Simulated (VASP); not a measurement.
Runs of VASP 6.6.1 on P. The structure is that of space group P6_3/mmc (No. 194), or close to it. The cells are those of the table. This isn't the form of P at room conditions, which is orthorhombic.

```tsv
cell	gap on the mesh (eV)	pressure (GPa)
a = 2.632, b = 2.632, c = 9.711 Å, angles 90.0, 90.0, 120.0°, 4 atoms	none	-3.9
a = 2.665, b = 2.665, c = 9.834 Å, angles 90.0, 90.0, 120.0°, 4 atoms	none	(a)
a = 2.563, b = 2.563, c = 9.455 Å, angles 90.0, 90.0, 120.0°, 4 atoms	none	4.3
a = 2.490, b = 2.490, c = 9.185 Å, angles 90.0, 90.0, 120.0°, 4 atoms	none	16.5
a = 2.527, b = 2.527, c = 9.322 Å, angles 90.0, 90.0, 120.0°, 4 atoms	none	(b)
a = 2.598, b = 2.598, c = 9.585 Å, angles 90.0, 90.0, 120.0°, 4 atoms	none	-0.2
a = 2.698, b = 2.698, c = 9.954 Å, angles 90.0, 90.0, 120.0°, 4 atoms	none	-9.5
```

Alike in all rows: task single point; level LDA; potentials or basis VASP PAW LDA potentials, release 64 (P); no spin polarisation; k mesh 18 × 18 × 5; cutoff (eV) 520; smearing fermi-dirac 0.1 eV.

**Question.** Fill in the values left out.

**Answer.** (a) -7.0; (b) 9.8.

Caveats: the cell stands under tension (at least some runs); the cell stands under pressure (at least some runs).

A gap of «none» marks levels without a gap at the run's occupations.
